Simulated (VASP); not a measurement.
# SrEuMgWO6 (F-43m) in VASP: single point with PBEsol+U

Aim: the single point of SrEuMgWO6 with PBEsol+U.

All numbers are computed with VASP 6.6.1; they aren't measurements. Logs are shortened: lines on timing, memory, paths and dates and some standing lists are left out, and cuts for length are marked.

### Step 1. The cell of the first run

It takes space group F-43m (No. 216, cubic). Conventional cell: a = 7.889 Å, b = 7.889 Å, c = 7.889 Å, α = 90.00°, β = 90.00°, γ = 90.00°. Eu (site symmetry -43m) has 12 O at 2.79 Å and 4 Mg at 3.42 Å and 4 W at 3.42 Å within 3.7 Å. Within 2.7 Å of Mg (site symmetry -43m) lie 6 O at 2.03 Å. O (site symmetry 2mm) has 1 W at 1.91 Å and 1 Mg at 2.03 Å within 2.5 Å. Within 3.7 Å of Sr (site symmetry -43m) lie 12 O at 2.79 Å and 4 W at 3.42 Å and 4 Mg at 3.42 Å. W (site symmetry -43m) has 6 O at 1.91 Å within 2.5 Å.

### Step 2. Single point, PBEsol+U, collinear spin, ferromagnetic start

Contents of INCAR:

```
SYSTEM = SrEuMgWO6
ALGO = Normal ; EDIFF = 1E-6
ENCUT = 520 ; GGA = PS
ISIF = 2 ; ISMEAR = 0
ISPIN = 2 ; LASPH = .TRUE.
LCHARG = .FALSE. ; LDAU = .TRUE.
LDAUJ = 0 0 0 0 0 ; LDAUL = 3 -1 -1 -1 -1
LDAUPRINT = 1 ; LDAUTYPE = 2
LDAUU = 6 0 0 0 0 ; LMAXMIX = 6
LORBIT = 11 ; LREAL = .FALSE.
LWAVE = .FALSE. ; MAGMOM = 7.52 0 0 0 0 0 0 0 0 0
NBANDS = 54 ; NELM = 150
PREC = Accurate ; SIGMA = 0.02
```

Contents of KPOINTS:

```
k-points
0
G
  6 6 6
  0 0 0
```

Contents of POSCAR:

```
SrEuMgWO6
1.0
    0.0000000000      3.9443069192      3.9443069192
    3.9443069192      0.0000000000      3.9443069192
    3.9443069192      3.9443069192      0.0000000000
Eu Mg O Sr W
1 1 6 1 1
Direct
    0.2500000000      0.2500000000      0.2500000000
    0.0000000000      0.0000000000      0.0000000000
    0.7425745624      0.2574254376      0.2574254376
    0.2574254376      0.7425745624      0.7425745624
    0.2574254376      0.7425745624      0.2574254376
    0.7425745624      0.2574254376      0.7425745624
    0.2574254376      0.2574254376      0.7425745624
    0.7425745624      0.7425745624      0.2574254376
    0.7500000000      0.7500000000      0.7500000000
    0.5000000000      0.5000000000      0.5000000000
```

Potentials or basis: VASP PAW PBE potentials, release 64 (Eu, Mg, O, Sr_sv, W_sv).

Run with:

```console
$ cat potpaw_PBE.64/Eu/POTCAR potpaw_PBE.64/Mg/POTCAR potpaw_PBE.64/O/POTCAR potpaw_PBE.64/Sr_sv/POTCAR potpaw_PBE.64/W_sv/POTCAR > POTCAR
$ mpirun -np 1 vasp_std > vasp.out
```

OUTCAR:

```text
SYSTEM = SrEuMgWO6
   EDIFF = 1E-6
   ENCUT = 520
   GGA = PS
   ISIF = 2
   ISMEAR = 0
   ISPIN = 2
   LASPH = .TRUE.
   LORBIT = 11
   LREAL = .FALSE.
   NELM = 150
   PREC = Accurate

 ion  position               nearest neighbor table
   1  0.250  0.250  0.250-   2 3.42   2 3.42   2 3.42  10 3.42  10 3.42  10 3.42  10 3.42   2 3.42
                             9 3.94   9 3.94   9 3.94   9 3.94   9 3.94   9 3.94
   2  0.000  0.000  0.000-   3 2.03   4 2.03   5 2.03   6 2.03   7 2.03   8 2.03   9 3.42   9 3.42
                             9 3.42   1 3.42   1 3.42   1 3.42   9 3.42   1 3.42
   3  0.743  0.257  0.257-  10 1.91   2 2.03   9 2.79   9 2.79
   4  0.257  0.743  0.743-  10 1.91   2 2.03   9 2.79   9 2.79
   5  0.257  0.743  0.257-  10 1.91   2 2.03   9 2.79   9 2.79
   6  0.743  0.257  0.743-  10 1.91   2 2.03   9 2.79   9 2.79
   7  0.257  0.257  0.743-  10 1.91   2 2.03   9 2.79   9 2.79
   8  0.743  0.743  0.257-  10 1.91   2 2.03   9 2.79   9 2.79
   9  0.750  0.750  0.750-   4 2.79   5 2.79   7 2.79   3 2.79   6 2.79   7 2.79   3 2.79   5 2.79
                             8 2.79   4 2.79   6 2.79   8 2.79  10 3.42  10 3.42  10 3.42   2 3.42
  10  0.500  0.500  0.500-   3 1.91   4 1.91   5 1.91   6 1.91   7 1.91   8 1.91   1 3.42   1 3.42
                             1 3.42   9 3.42   9 3.42   9 3.42   9 3.42   1 3.42

  LATTYP: Found a face centered cubic cell.
 ALAT       =     7.8886138384

  Lattice vectors:

 A1 = (   0.0000000000,   3.9443069192,   3.9443069192)
 A2 = (   3.9443069192,   0.0000000000,   3.9443069192)
 A3 = (   3.9443069192,   3.9443069192,   0.0000000000)

Analysis of symmetry for initial positions (statically):
=====================================================================
 Subroutine PRICEL returns:
 Original cell was already a primitive cell.

 Routine SETGRP: Setting up the symmetry group for a
 face centered cubic supercell.

 Subroutine GETGRP returns: Found 24 space group operations
 (whereof 24 operations were pure point group operations)
 out of a pool of 48 trial point group operations.

The static configuration has the point symmetry T_d .

Analysis of symmetry for dynamics (positions and initial velocities):
=====================================================================
 Subroutine PRICEL returns:
 Original cell was already a primitive cell.

 Routine SETGRP: Setting up the symmetry group for a
 face centered cubic supercell.

 Subroutine GETGRP returns: Found 24 space group operations
 (whereof 24 operations were pure point group operations)
 out of a pool of 48 trial point group operations.

The dynamic configuration has the point symmetry T_d .

Analysis of structural, dynamic, and magnetic symmetry:
=====================================================================
 Subroutine PRICEL returns:
 Original cell was already a primitive cell.

 Routine SETGRP: Setting up the symmetry group for a
 face centered cubic supercell.

 Subroutine GETGRP returns: Found 24 space group operations
 (whereof 24 operations were pure point group operations)
 out of a pool of 48 trial point group operations.

The overall configuration has the point symmetry T_d .

 Subroutine INISYM returns: Found 24 space group operations
 (whereof 24 operations are pure point group operations),
 and found     1 'primitive' translations

----------------------------------------------------------------------------------------

                                     Primitive cell

  volume of cell :     122.7276

  direct lattice vectors                    reciprocal lattice vectors
     0.000000000  3.944306919  3.944306919    -0.126764983  0.126764983  0.126764983
[... 148 lines left out ...]
  0.0000  0.0000 -0.0000  0.0000  0.0028  0.0000  0.9799

spin component  2

  0.0020 -0.0000 -0.0012 -0.0000 -0.0000  0.0000 -0.0000
 -0.0000  0.0013  0.0000 -0.0000 -0.0000  0.0000 -0.0000
 -0.0012  0.0000  0.0026 -0.0000  0.0000  0.0000  0.0000
 -0.0000 -0.0000 -0.0000  0.0010 -0.0000 -0.0000 -0.0000
 -0.0000 -0.0000  0.0000 -0.0000  0.0026  0.0000  0.0012
  0.0000  0.0000  0.0000 -0.0000  0.0000  0.0036 -0.0000
 -0.0000 -0.0000  0.0000 -0.0000  0.0012 -0.0000  0.0020

 occupancies and eigenvectors

  o =  0.0010  v =  0.0000  0.0000  0.0000  0.0000  0.0000  0.0000  0.0000 -0.7906  0.0000 -0.6124 -0.0001 -0.0002  0.0000  0.0003      0.0000  0.0000  0.0000  0.0000  0.0000  0.0000  0.0000  0.0000  0.0000  0.0000  0.0000  0.0000  0.0000  0.0000
  o =  0.0010  v =  0.0000  0.0000  0.0000  0.0000  0.0000  0.0000  0.0000 -0.0003 -0.0000 -0.0002  0.0001  0.6124 -0.0000 -0.7906      0.0000  0.0000  0.0000  0.0000  0.0000  0.0000  0.0000  0.0000  0.0000  0.0000  0.0000  0.0000  0.0000  0.0000
  o =  0.0010  v =  0.0000  0.0000  0.0000  0.0000  0.0000  0.0000  0.0000 -0.0001 -0.0000 -0.0001  1.0000 -0.0000  0.0000  0.0000      0.0000  0.0000  0.0000  0.0000  0.0000  0.0000  0.0000  0.0000  0.0000  0.0000  0.0000  0.0000  0.0000  0.0000
  o =  0.0013  v =  0.0000  0.0000  0.0000  0.0000  0.0000  0.0000  0.0000  0.0000 -1.0000  0.0000 -0.0000 -0.0000  0.0000  0.0000      0.0000  0.0000  0.0000  0.0000  0.0000  0.0000  0.0000  0.0000  0.0000  0.0000  0.0000  0.0000  0.0000  0.0000
  o =  0.0036  v =  0.0000  0.0000  0.0000  0.0000  0.0000  0.0000  0.0000  0.6124 -0.0000 -0.7906 -0.0000  0.0002 -0.0000  0.0002      0.0000  0.0000  0.0000  0.0000  0.0000  0.0000  0.0000  0.0000  0.0000  0.0000  0.0000  0.0000  0.0000  0.0000
  o =  0.0036  v =  0.0000  0.0000  0.0000  0.0000  0.0000  0.0000  0.0000  0.0002  0.0000 -0.0002 -0.0000 -0.7906  0.0001 -0.6124      0.0000  0.0000  0.0000  0.0000  0.0000  0.0000  0.0000  0.0000  0.0000  0.0000  0.0000  0.0000  0.0000  0.0000
  o =  0.0036  v =  0.0000  0.0000  0.0000  0.0000  0.0000  0.0000  0.0000  0.0000  0.0000 -0.0000 -0.0000  0.0001  1.0000  0.0001      0.0000  0.0000  0.0000  0.0000  0.0000  0.0000  0.0000  0.0000  0.0000  0.0000  0.0000  0.0000  0.0000  0.0000
  o =  0.9615  v =  0.0000 -1.0000  0.0000  0.0000 -0.0000  0.0000  0.0000  0.0000  0.0000  0.0000  0.0000  0.0000  0.0000  0.0000      0.0000  0.0000  0.0000  0.0000  0.0000  0.0000  0.0000  0.0000  0.0000  0.0000  0.0000  0.0000  0.0000  0.0000
  o =  0.9777  v =  0.0000 -0.0000  0.0000 -0.9760 -0.1334 -0.0000  0.1723  0.0000  0.0000  0.0000  0.0000  0.0000  0.0000  0.0000      0.0000  0.0000  0.0000  0.0000  0.0000  0.0000  0.0000  0.0000  0.0000  0.0000  0.0000  0.0000  0.0000  0.0000
  o =  0.9777  v =  0.0000 -0.0000  0.0000 -0.2179  0.5977  0.0000 -0.7716  0.0000  0.0000  0.0000  0.0000  0.0000  0.0000  0.0000      0.0000  0.0000  0.0000  0.0000  0.0000  0.0000  0.0000  0.0000  0.0000  0.0000  0.0000  0.0000  0.0000  0.0000
  o =  0.9777  v = -0.7906  0.0000 -0.6124 -0.0000  0.0000 -0.0000  0.0000  0.0000  0.0000  0.0000  0.0000  0.0000  0.0000  0.0000      0.0000  0.0000  0.0000  0.0000  0.0000  0.0000  0.0000  0.0000  0.0000  0.0000  0.0000  0.0000  0.0000  0.0000
  o =  0.9835  v =  0.0000  0.0000 -0.0000 -0.0000 -0.0190  0.9997 -0.0147  0.0000  0.0000  0.0000  0.0000  0.0000  0.0000  0.0000      0.0000  0.0000  0.0000  0.0000  0.0000  0.0000  0.0000  0.0000  0.0000  0.0000  0.0000  0.0000  0.0000  0.0000
  o =  0.9835  v =  0.0000 -0.0000 -0.0000  0.0000 -0.7903 -0.0241 -0.6122  0.0000  0.0000  0.0000  0.0000  0.0000  0.0000  0.0000      0.0000  0.0000  0.0000  0.0000  0.0000  0.0000  0.0000  0.0000  0.0000  0.0000  0.0000  0.0000  0.0000  0.0000
  o =  0.9835  v =  0.6124  0.0000 -0.7906 -0.0000  0.0000 -0.0000  0.0000  0.0000  0.0000  0.0000  0.0000  0.0000  0.0000  0.0000      0.0000  0.0000  0.0000  0.0000  0.0000  0.0000  0.0000  0.0000  0.0000  0.0000  0.0000  0.0000  0.0000  0.0000

 number of electron      78.9999989 magnetization       7.0000012

 Free energy of the ion-electron system (eV)
  ---------------------------------------------------
  ext. energy  EPLUGINS =         0.00000000
  ---------------------------------------------------
  free energy    TOTEN  =       -87.60837253 eV

  energy without entropy =      -87.60837253  energy(sigma->0) =      -87.60837253

 E-fermi :   5.0943     XC(G=0): -11.4660

 val. band max:        4.9033652324   @ k =   0.0000   0.0000   0.0000
 cond. band min:       6.0620231201   @ k =   0.5000   0.5000   0.0000
 fundamental gap:      1.1586578877
 Fermi energy:         5.0942983018

 spin component 1

 k-point     1 :       0.0000    0.0000    0.0000
  band No.  band energies     occupation
      1     -71.1464      1.00000
      2     -35.4271      1.00000
      3     -35.4271      1.00000
      4     -35.4271      1.00000
      5     -34.4016      1.00000
      6     -29.5724      1.00000
[... 853 lines left out ...]
     50      10.8137      0.00000
     51      10.8848      0.00000
 Fermi energy:         5.0942983018

 spin component 2

 k-point     1 :       0.0000    0.0000    0.0000
  band No.  band energies     occupation
      1     -71.1372      1.00000
      2     -35.4151      1.00000
      3     -35.4151      1.00000
      4     -35.4151      1.00000
      5     -31.2838      1.00000
      6     -29.5710      1.00000
[... 853 lines left out ...]
     50      12.5246      0.00000
     51      12.7198      0.00000
 [bands above 51 left out]

------------------------ aborting loop because EDIFF is reached ----------------------------------------

  FORCE on cell =-STRESS in cart. coord.  units (eV):
  Direction    XX          YY          ZZ          XY          YZ          ZX
  --------------------------------------------------------------------------------------
  -------------------------------------------------------------------------------------
  Total        0.6480127      0.6480127      0.6480127      0.0000000      0.0000000     -0.0000000
  in kB        8.4596428      8.4596428      8.4596428      0.0000000      0.0000000     -0.0000000
  external PRESSURE =       8.4596428 kB  Pullay stress =       0.0000000 kB

 VOLUME and BASIS-vectors are now :
 -----------------------------------------------------------------------------
  energy-cutoff  :      520.00
  volume of cell :      122.73
      direct lattice vectors                 reciprocal lattice vectors
     0.000000000  3.944306919  3.944306919    -0.126764983  0.126764983  0.126764983
     3.944306919  0.000000000  3.944306919     0.126764983 -0.126764983  0.126764983
     3.944306919  3.944306919  0.000000000     0.126764983  0.126764983 -0.126764983

 POSITION                                       TOTAL-FORCE (eV/Angst)
 -----------------------------------------------------------------------------------
      1.97215      1.97215      1.97215        -0.000000      0.000000     -0.000000
      0.00000      0.00000      0.00000        -0.000000      0.000000     -0.000000
      2.03073      3.94431      3.94431        -0.213920      0.000000      0.000000
      5.85788      3.94431      3.94431         0.213920      0.000000      0.000000
      3.94431      2.03073      3.94431         0.000000     -0.213920      0.000000
      3.94431      5.85788      3.94431         0.000000      0.213920      0.000000
      3.94431      3.94431      2.03073         0.000000      0.000000     -0.213920
      3.94431      3.94431      5.85788         0.000000      0.000000      0.213920
      5.91646      5.91646      5.91646        -0.000000      0.000000     -0.000000
      3.94431      3.94431      3.94431        -0.000000      0.000000     -0.000000
 -----------------------------------------------------------------------------------
    total drift:                               -0.000001     -0.000001     -0.000000

  FREE ENERGIE OF THE ION-ELECTRON SYSTEM (eV)
  ---------------------------------------------------
  free  energy   TOTEN  =       -87.6083725253 eV

  energy  without entropy=      -87.6083725253  energy(sigma->0) =      -87.60837253

 total charge

# of ion       s       p       d       f       tot
--------------------------------------------------
    1        2.012   5.758   0.213   6.852  14.835
    2        0.146   0.190   0.090   0.000   0.427
    3        1.558   3.490   0.000   0.000   5.049
    4        1.558   3.490   0.000   0.000   5.049
    5        1.558   3.490   0.000   0.000   5.049
    6        1.558   3.490   0.000   0.000   5.049
    7        1.558   3.490   0.000   0.000   5.049
    8        1.558   3.490   0.000   0.000   5.049
    9        1.994   5.753   0.192   0.000   7.940
   10        2.425   6.611   3.048   0.000  12.084
--------------------------------------------------
tot         15.927  39.255   3.543   6.852  65.577

 magnetization (x)

# of ion       s       p       d       f       tot
--------------------------------------------------
    1       -0.015  -0.109   0.030   6.823   6.729
    2       -0.000   0.000   0.000   0.000   0.000
    3       -0.000  -0.007   0.000   0.000  -0.008
    4       -0.000  -0.007   0.000   0.000  -0.008
    5       -0.000  -0.007   0.000   0.000  -0.008
    6       -0.000  -0.007   0.000   0.000  -0.008
    7       -0.000  -0.007   0.000   0.000  -0.008
    8       -0.000  -0.007   0.000   0.000  -0.008
    9        0.000   0.000   0.001   0.000   0.002
   10        0.000   0.000   0.017   0.000   0.018
--------------------------------------------------
tot         -0.016  -0.153   0.049   6.823   6.703
```

It took 6.4 min on 1 thread of Intel Xeon Platinum 8259CL at 2.50GHz (Skylake/Cascade Lake), shared host; peak memory 0.45 GiB.

What came out:

```yaml
Free_energy: -87.6084 eV
Pressure: 0.8 GPa
Largest_force: 0.214 eV/Å
Band_gap_on_the_k_mesh: 1.16 eV (least direct gap 1.24 eV)
Net_moment: 7.00 μB per cell
Site_moments: Eu +6.73; Mg +0.00; O -0.01; Sr +0.00; W +0.02 μB
Valence_electrons_inside_the_program's_atomic_spheres: Eu 14.84; Mg 0.43; O 5.05; Sr 7.94; W 12.08
```

Forces on the atoms (eV/Å):
```
Eu   0.000  0.000  0.000
Mg   0.000  0.000  0.000
O   -0.214  0.000  0.000
O    0.214  0.000  0.000
O    0.000 -0.214  0.000
O    0.000  0.214  0.000
O    0.000  0.000 -0.214
O    0.000  0.000  0.214
Sr   0.000  0.000  0.000
W    0.000  0.000  0.000
```

Eigenvalues of the final occupation matrices:
| site | spin | trace | eigenvalues |
| --- | --- | --- | --- |
| site 1 f | 1 | 6.85 | 0.96 0.98 0.98 0.98 0.98 0.98 0.98 |
| site 1 f | 2 | 0.02 | 0.00 0.00 0.00 0.00 0.00 0.00 0.00 |

Caveat: the PAW data sets were made with another functional, which shifts forces and pressure a little; spin-orbit coupling is left out, which moves the levels of the heavy elements; a cell with one magnetic atom can't hold antiferromagnetic order, which such compounds often take. A k mesh can miss the band edges.
